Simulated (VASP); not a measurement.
# LiF (P6_3mc) in VASP: notebook

Runs on LiF. Level: LDA. Tasks: single point.

Everything below comes from runs of VASP 6.6.1. Logs are shortened: lines on timing, memory, paths and dates and some standing lists are left out, and cuts for length are marked.

## 1. The cell of the first run

The structure is hexagonal, space group P6_3mc (No. 186). The conventional cell has a = 3.038 Å, b = 3.038 Å, c = 4.785 Å, α = 90.00°, β = 90.00°, γ = 120.00°. Within 2.4 Å of Li (site symmetry 3m) lie 4 F at 1.83 to 1.88 Å. Within 2.4 Å of F (site symmetry 3m) lie 4 Li at 1.83 to 1.88 Å.

## 2. Single point, LDA (9.56 Å³/atom)

Contents of INCAR:

```
PREC     = Accurate       # precision mode
ENCUT    = 520            # plane-wave cutoff, eV
EDIFF    = 1E-6           # SCF threshold, eV
ISMEAR   = 0              # smearing method
SIGMA    = 0.05           # smearing width, eV
LREAL    = F              # projectors in reciprocal space
LASPH    = T              # aspherical terms in the spheres
NELM     = 60             # most SCF steps
ALGO     = Normal         # electronic algorithm
ISIF     = 2              # what is computed and relaxed
LWAVE    = F              # write WAVECAR
LCHARG   = F              # write CHGCAR
NBANDS   = 18             # bands
```

Contents of KPOINTS:

```
regular mesh
0
Gamma
  9 9 6
```

Contents of POSCAR:

```
LiF
1.0
    3.0375918444      0.0000000000      0.0000000000
   -1.5187959222      2.6306317036      0.0000000000
    0.0000000000      0.0000000000      4.7845109142
Li F
2 2
Direct
    0.3333333333      0.6666666667      0.3839784076
    0.6666666667      0.3333333333      0.8839784076
    0.3333333333      0.6666666667      0.9910195924
    0.6666666667      0.3333333333      0.4910195924
```

Potentials or basis: VASP PAW LDA potentials, release 64 (Li_sv, F).

The run is started by

```bash
$ cat potpaw_LDA.64/Li_sv/POTCAR potpaw_LDA.64/F/POTCAR > POTCAR
$ mpirun -np 1 vasp_std > vasp.out
```

OUTCAR:

```text
PREC = Accurate
   ENCUT = 520
   EDIFF = 1E-6
   ISMEAR = 0
   LREAL = F
   LASPH = T
   NELM = 60
   ISIF = 2

 ion  position               nearest neighbor table
   1  0.333  0.667  0.384-   4 1.83   4 1.83   4 1.83   3 1.88
   2  0.667  0.333  0.884-   3 1.83   3 1.83   3 1.83   4 1.88
   3  0.333  0.667  0.991-   2 1.83   2 1.83   2 1.83   1 1.88
   4  0.667  0.333  0.491-   1 1.83   1 1.83   1 1.83   2 1.88

  LATTYP: Found a hexagonal cell.
 ALAT       =     3.0375918444
 C/A-ratio  =     1.5751000000

  Lattice vectors:

 A1 = (   3.0375918444,   0.0000000000,   0.0000000000)
 A2 = (  -1.5187959222,   2.6306317036,   0.0000000000)
 A3 = (   0.0000000000,   0.0000000000,   4.7845109142)

Analysis of symmetry for initial positions (statically):
=====================================================================
 Subroutine PRICEL returns:
 Original cell was already a primitive cell.

 Routine SETGRP: Setting up the symmetry group for a
 hexagonal supercell.

 Subroutine GETGRP returns: Found 12 space group operations
 (whereof  6 operations were pure point group operations)
 out of a pool of 24 trial point group operations.

The static configuration has the point symmetry C_3v.
 The point group associated with its full space group is C_6v.

Analysis of symmetry for dynamics (positions and initial velocities):
=====================================================================
 Subroutine PRICEL returns:
 Original cell was already a primitive cell.

 Routine SETGRP: Setting up the symmetry group for a
 hexagonal supercell.

 Subroutine GETGRP returns: Found 12 space group operations
 (whereof  6 operations were pure point group operations)
 out of a pool of 24 trial point group operations.

The dynamic configuration has the point symmetry C_3v.
 The point group associated with its full space group is C_6v.

 Subroutine INISYM returns: Found 12 space group operations
 (whereof  6 operations are pure point group operations),
 and found     1 'primitive' translations

----------------------------------------------------------------------------------------

                                     Primitive cell

  volume of cell :      38.2320

  direct lattice vectors                    reciprocal lattice vectors
     3.037591844  0.000000000  0.000000000     0.329208153  0.190068416  0.000000000
    -1.518795922  2.630631704  0.000000000     0.000000000  0.380136831  0.000000000
     0.000000000  0.000000000  4.784510914     0.000000000  0.000000000  0.209007779

  length of vectors
     3.037591844  3.037591844  4.784510914     0.380136831  0.380136831  0.209007779

  position of ions in fractional coordinates (direct lattice)
     0.333333333  0.666666667  0.383978408
     0.666666667  0.333333333  0.883978408
     0.333333333  0.666666667  0.991019592
     0.666666667  0.333333333  0.491019592

  ion indices of the primitive-cell ions
   primitive index   ion index
                 1           1
                 2           2
                 3           3
                 4           4

----------------------------------------------------------------------------------------

 KPOINTS: regular mesh

Automatic generation of k-mesh.
 Grid dimensions read from file:
 generate k-points for:    9    9    6

 Generating k-lattice:

  Cartesian coordinates                     Fractional coordinates (reciprocal lattice)
     0.036578684  0.021118713  0.000000000     0.111111111  0.000000000  0.000000000
     0.000000000  0.042237426  0.000000000     0.000000000  0.111111111  0.000000000
     0.000000000  0.000000000  0.034834630     0.000000000  0.000000000  0.166666667

  Length of vectors
     0.042237426  0.042237426  0.034834630

  Shift w.r.t. Gamma in fractional coordinates (k-lattice)
     0.000000000  0.000000000  0.000000000

 Subroutine IBZKPT returns following result:
 ===========================================

 Found     48 irreducible k-points:

 Following reciprocal coordinates:
            Coordinates               Weight
  0.000000  0.000000  0.000000      1.000000
  0.111111  0.000000  0.000000      6.000000
  0.222222  0.000000  0.000000      6.000000
  0.333333 -0.000000  0.000000      6.000000
  0.444444  0.000000  0.000000      6.000000
  0.111111  0.111111  0.000000      6.000000
[... 16 lines left out ...]
  0.333333  0.222222  0.166667     24.000000
  0.333333  0.333333  0.166667      4.000000
 [... further k-points ...]
   k-points           NKPTS =     48   k-points in BZ     NKDIM =     48   number of bands    NBANDS=     18
   number of dos      NEDOS =    301   number of ions     NIONS =      4
   total plane-waves  NPLWV =  20736
   dimension x,y,z NGX =    24 NGY =   24 NGZ =   36
   dimension x,y,z NGXF=    48 NGYF=   48 NGZF=   72
   ions per type =               2   2
   NGX,Y,Z   is equivalent  to a cutoff of  13.14, 13.14, 12.51 a.u.
   NGXF,Y,Z  is equivalent  to a cutoff of  26.27, 26.27, 25.02 a.u.
 SYSTEM =  unknown system
   PREC   = accura    normal or accurate (medium, high low for compatibility)
   ISTART =      0    job   : 0-new  1-cont  2-samecut
   ICHARG =      2    charge: 1-file 2-atom 10-const
   ISPIN  =      1    spin polarized calculation?
   LNONCOLLINEAR =      F non collinear calculations
   LSORBIT =      F    spin-orbit coupling
   LASPH  =      T    aspherical Exc in radial PAW
   ENCUT  =  520.0 eV  38.22 Ry    6.18 a.u.   5.65  5.65  8.90*2*pi/ulx,y,z
   NELM   =     60;   NELMIN=  2; NELMDL= -5     # of ELM steps
   EDIFF  = 0.1E-05   stopping-criterion for ELM
   LREAL  =      F    real-space projection
   EDIFFG = 0.1E-04   stopping-criterion for IOM
   NSW    =      0    number of steps for IOM
   IBRION =     -1    ionic relax: 0-MD 1-quasi-New 2-CG
   NFREE  =      0    steps in history (QN), initial steepest desc. (CG)
   ISIF   =      2    stress and relaxation
   ISYM   =      2    0-nonsym 1-usesym 2-fastsym
   POTIM  = 0.5000    time-step for ionic-motion
   TEBEG  =    0.0;   TEEND  =   0.0 temperature during run
   PSTRESS=    0.0 pullay stress
   NELECT =      20.0000    total number of electrons
   NUPDOWN=      -1.0000    fix difference up-down
   EMIN   =  10.00;   EMAX   =-10.00  energy-range for DOS
   EFERMI =   0.00;   METHOD = LEGACY
   ISMEAR =     0;   SIGMA  =   0.05  broadening in eV -4-tet -1-fermi 0-gaus
   EFERMI_NEDOS =   21; number of points for ismear=-14 and -15
   IALGO  =     38    algorithm
   IMIX   =      4    mixing-type and parameters
     AMIX     =   0.40;   BMIX     =  1.00
     AMIX_MAG =   1.60;   BMIX_MAG =  1.00
  volume/ion in A,a.u.               =       9.56        64.50
  Fermi-wavevector in a.u.,A,eV,Ry     =   1.319094  2.492727 23.674268  1.740010
  Thomas-Fermi vector in A             =   2.449017
   LORBIT       =      0    0 simple, 1 ext, 2 COOP (PROOUT), +10 PAW based schemes
   GGA     = CA    functional components
   LHFCALC =     F    Hartree Fock is set to
   AEXX    =    0.0000 exact exchange contribution
   IVDW    =     0    specifies the selected vdW correction
   LEPSILON=     F    determine dielectric tensor
   LRPA    =     F    only Hartree local field effects (RPA)
 non-spin polarized calculation
 Gauss-broadening in eV      SIGMA  =   0.05
  energy-cutoff  :      520.00
  volume of cell :       38.23
 maximum number of plane-waves:      1085
 NGX is ok and might be reduce to    24
   NGX = 11   NGY = 11   NGZ = 17

 number of electron      20.0000021 magnetization

 Free energy of the ion-electron system (eV)
  ---------------------------------------------------
  ext. energy  EPLUGINS =         0.00000000
  ---------------------------------------------------
  free energy    TOTEN  =       -20.80048652 eV

  energy without entropy =      -20.80048652  energy(sigma->0) =      -20.80048652

 E-fermi :  -2.3518     XC(G=0):  -9.7209

 val. band max:       -2.5652016463   @ k =   0.0000   0.0000   0.0000
 cond. band min:       5.1042816946   @ k =   0.0000   0.0000   0.0000
 fundamental gap:      7.6694833409
 Fermi energy:        -2.3517677689

 k-point     1 :       0.0000    0.0000    0.0000
  band No.  band energies     occupation
      1     -41.7992      2.00000
      2     -41.7445      2.00000
      3     -21.6694      2.00000
      4     -21.3992      2.00000
      5      -4.9678      2.00000
      6      -3.1019      2.00000
[... 10 lines left out ...]
     17      16.9382      0.00000
     18      17.5412      0.00000

 k-point     2 :       0.1111    0.0000    0.0000
  band No.  band energies     occupation
      1     -41.7938      2.00000
      2     -41.7419      2.00000
      3     -21.6524      2.00000
      4     -21.3956      2.00000
      5      -4.8979      2.00000
      6      -3.2422      2.00000
[... 10 lines left out ...]
     17      17.1276      0.00000
     18      17.5435      0.00000

 k-point     3 :       0.2222    0.0000    0.0000
  band No.  band energies     occupation
      1     -41.7799      2.00000
      2     -41.7364      2.00000
      3     -21.6071      2.00000
      4     -21.3916      2.00000
      5      -4.7187      2.00000
      6      -3.6416      2.00000
[... 10 lines left out ...]
     17      17.2532      0.00000
     18      17.4474      0.00000

 k-point     4 :       0.3333   -0.0000    0.0000
  band No.  band energies     occupation
      1     -41.7628      2.00000
      2     -41.7314      2.00000
      3     -21.5470      2.00000
      4     -21.3938      2.00000
      5      -4.6086      2.00000
      6      -3.9666      2.00000
[... 375 lines left out ...]
      4     -21.4062      2.00000
      5      -4.4525      2.00000
      6      -4.3257      2.00000
[... 10 lines left out ...]
     17      17.1199      0.00000
     18      18.3803      0.00000

 k-point    23 :       0.3333    0.2222    0.1667
  band No.  band energies     occupation
      1     -41.7421      2.00000
      2     -41.7314      2.00000
      3     -21.4676      2.00000
      4     -21.4176      2.00000
      5      -4.7243      2.00000
      6      -4.1000      2.00000
[... 10 lines left out ...]
     17      16.4458      0.00000
     18      18.6366      0.00000

 k-point    24 :       0.3333    0.3333    0.1667
  band No.  band energies     occupation
      1     -41.7348      2.00000
      2     -41.7348      2.00000
      3     -21.4370      2.00000
      4     -21.4370      2.00000
      5      -4.7941      2.00000
      6      -3.8820      2.00000
[... 10 lines left out ...]
     17      15.8697      0.00000
     18      18.6787      0.00000

 [... further k-points ...]

------------------------ aborting loop because EDIFF is reached ----------------------------------------

  FORCE on cell =-STRESS in cart. coord.  units (eV):
  Direction    XX          YY          ZZ          XY          YZ          ZX
  --------------------------------------------------------------------------------------
  -------------------------------------------------------------------------------------
  Total       -0.3149677     -0.3149677     -0.8076957      0.0000000      0.0000000      0.0000000
  in kB      -13.1992580    -13.1992580    -33.8478711      0.0000000      0.0000000      0.0000000
  external PRESSURE =     -20.0821290 kB  Pullay stress =       0.0000000 kB

 VOLUME and BASIS-vectors are now :
 -----------------------------------------------------------------------------
  energy-cutoff  :      520.00
  volume of cell :       38.23
      direct lattice vectors                 reciprocal lattice vectors
     3.037591844  0.000000000  0.000000000     0.329208153  0.190068416  0.000000000
    -1.518795922  2.630631704  0.000000000     0.000000000  0.380136831  0.000000000
     0.000000000  0.000000000  4.784510914     0.000000000  0.000000000  0.209007779

 POSITION                                       TOTAL-FORCE (eV/Angst)
 -----------------------------------------------------------------------------------
     -0.00000      1.75375      1.83715        -0.000000      0.000000     -0.098052
      1.51880      0.87688      4.22940         0.000000     -0.000000     -0.098052
     -0.00000      1.75375      4.74154        -0.000000      0.000000      0.098052
      1.51880      0.87688      2.34929        -0.000000     -0.000000      0.098052
 -----------------------------------------------------------------------------------
    total drift:                                0.000000      0.000000      0.000927

  FREE ENERGIE OF THE ION-ELECTRON SYSTEM (eV)
  ---------------------------------------------------
  free  energy   TOTEN  =       -20.8004865164 eV

  energy  without entropy=      -20.8004865164  energy(sigma->0) =      -20.80048652
```

Run time: 20 s. Hardware: 1 thread of Intel Xeon 8259CL, shared host; peak memory 0.14 GiB.

What came out:

```
Free energy            : -20.8005 eV
Largest force          : 0.098 eV/Å
Band gap on the k mesh : 7.67 eV
```

Forces in eV/Å, atoms in the order of the input:
```
Li   0.000  0.000 -0.098
Li   0.000  0.000 -0.098
F    0.000  0.000  0.098
F    0.000  0.000  0.098
```

Levels at points of the mesh, in eV from the valence-band top:
```
           k point  band 8  band 9  band 10  band 11  band 12  band 13
(0.00, 0.00, 0.00)   -0.20   -0.20     0.00     7.67    11.90    15.28
(0.00, 0.00, 0.50)   -0.37   -0.37    -0.37     9.39     9.39    17.45
```

Caveat: the cutoff is under 1.25 times the usual one of these potentials, so pressure, stress and relaxed cells hold a basis-set (Pulay) error. A k mesh can miss the band edges.

## 3. Single point, LDA (9.56 Å³/atom)

Contents of INCAR:

```
SYSTEM = LiF
  PREC = Accurate
  ENCUT = 520
  EDIFF = 1E-7
  ISMEAR = 0
  SIGMA = 0.05
  LREAL = .FALSE.
  LASPH = .TRUE.
  NELM = 100
  ALGO = Normal
  ISIF = 2
  LWAVE = .FALSE.
  LCHARG = .FALSE.
  NBANDS = 18
```

Contents of KPOINTS:

```
Automatic mesh
0
G
  9 9 6
  0 0 0
```

Contents of POSCAR:

```
LiF
1.0
    3.1368210888      0.0000000000      0.0000000000
   -1.5684105444      2.7165667500      0.0000000000
    0.0000000000      0.0000000000      4.4865952033
Li F
2 2
Direct
    0.3333333333      0.6666666667      0.3839784076
    0.6666666667      0.3333333333      0.8839784076
    0.3333333333      0.6666666667      0.9910195924
    0.6666666667      0.3333333333      0.4910195924
```

Potentials or basis: VASP PAW LDA potentials, release 64 (Li_sv, F).

The run is started by

```bash
$ cat potpaw_LDA.64/Li_sv/POTCAR potpaw_LDA.64/F/POTCAR > POTCAR
$ mpirun -np 1 vasp_std > vasp.out
```

It took 20 s on 1 thread of Intel Xeon 8259CL, shared host; peak memory 0.15 GiB.

Results (log left out):

| Property | Result |
| --- | --- |
| Free energy | -20.7626 eV |
| Largest force | 0.365 eV/Å |
| Band gap on the k mesh | 7.57 eV |

Forces in eV/Å, atoms in the order of the input:
```
Li   0.000  0.000  0.365
Li   0.000  0.000  0.365
F    0.000  0.000 -0.365
F    0.000  0.000 -0.365
```

Levels at points of the mesh, in eV from the valence-band top:
| k point | band 7 | band 8 | band 9 | band 10 | band 11 | band 12 | band 13 | band 14 |
| --- | --- | --- | --- | --- | --- | --- | --- | --- |
| (0.00, 0.00, 0.00) | -0.77 | -0.28 | -0.28 | 0.00 | 7.57 | 12.41 | 15.70 | 17.54 |
| (0.00, 0.00, 0.50) | -0.53 | -0.53 | -0.53 | -0.53 | 9.42 | 9.42 | 17.80 | 17.80 |

Caveat: the cutoff is under 1.25 times the usual one of these potentials, so pressure, stress and relaxed cells hold a basis-set (Pulay) error. A k mesh can miss the band edges.
